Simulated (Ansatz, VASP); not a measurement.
## PtS2 in VASP and in Ansatz

INCAR

```
  PREC = Accurate
  ENCUT = 520
  EDIFF = 1E-7
  ISMEAR = 0
  SIGMA = 0.05
  LREAL = F
  LASPH = T
  NELM = 60
  ALGO = Normal
  ISIF = 2
  LWAVE = F
  LCHARG = T
  LDIPOL = T
  IDIPOL = 3
  DIPOL = 0.5 0.5 0.376
  GGA = PE
  IVDW = 12
  LELF = T
  LVHAR = T
  LVACPOTAV = T
  NBANDS = 31
```

The input KPOINTS:

```
Automatic mesh
0
Gamma
  9 9 1
```

File POSCAR:

```
PtS2
1.0
    3.5414386157      0.0000000000      0.0000000000
   -1.7707193078      3.0669758072      0.0000000000
    0.0000000000      0.0000000000     22.4671575440
S Pt
4 2
Direct
    0.6666666667      0.3333333333      0.2002923597
    0.3333333333      0.6666666667      0.3108349936
    0.6666666667      0.6666666667      0.4416926686
    0.3333333333      1.0000000000      0.5522353026
    0.0000000000      0.0000000000      0.2555636767
    0.0000000000      0.3333333333      0.4969639856
```

Input for Ansatz:

```yaml
crystal:
  lattice:
    - [3.5414386157, 0.0, 0.0]
    - [-1.7707193078, 3.0669758072, 0.0]
    - [0.0, 0.0, 22.467157544]
  atoms:
    - { symbol: S, position: [0.6666666667, 0.3333333333, 0.2002923597] }
    - { symbol: Pt, position: [0.0, 0.0, 0.2555636767] }
    - { symbol: S, position: [0.3333333333, 0.6666666667, 0.3108349936] }
    - { symbol: S, position: [0.6666666667, 0.6666666667, 0.4416926686] }
    - { symbol: Pt, position: [0.0, 0.3333333333, 0.4969639856] }
    - { symbol: S, position: [0.3333333333, 1.0, 0.5522353026] }
basis:
  ecutwfc: 420
kpoints:
  mp_grid: { grid: [9, 9, 1] }
hamiltonian:
  xc: pbe
  dispersion: d3bj
scf:
  occupations: { method: gaussian, width: 0.05 }
output:
  forces: true
  eigenvalues: true
efield:
  axis: 3
  dipole_correction: true
  ramp_width: 0.04
```

Alike in both runs: task single point; functional PBE; dispersion D3(BJ); k mesh 9 × 9 × 1; occupations gaussian, width 0.05 eV; no spin polarisation.

```csv
,VASP,Ansatz
version,VASP 6.6.1,Ansatz 0.2.0
potentials or method,"VASP PAW PBE potentials, release 64 (S, Pt), cutoff 520 eV","scalar-relativistic, plane waves, PAW"
valence electrons in the cell,44,60
```

```tsv
	VASP	Ansatz	Ansatz less VASP
gap on the k mesh at the Fermi level (eV)	1.08	1.07	-0.008
least direct gap on the mesh (eV)	1.22	1.21	-0.009
rms of the force components (eV/Å)	0.093	0.085	-0.0082
```

VASP's potentials hold 44 valence electrons a cell and Ansatz's 60, so a difference there can come from the potentials and not from the codes.

Spin-orbit coupling is off throughout.
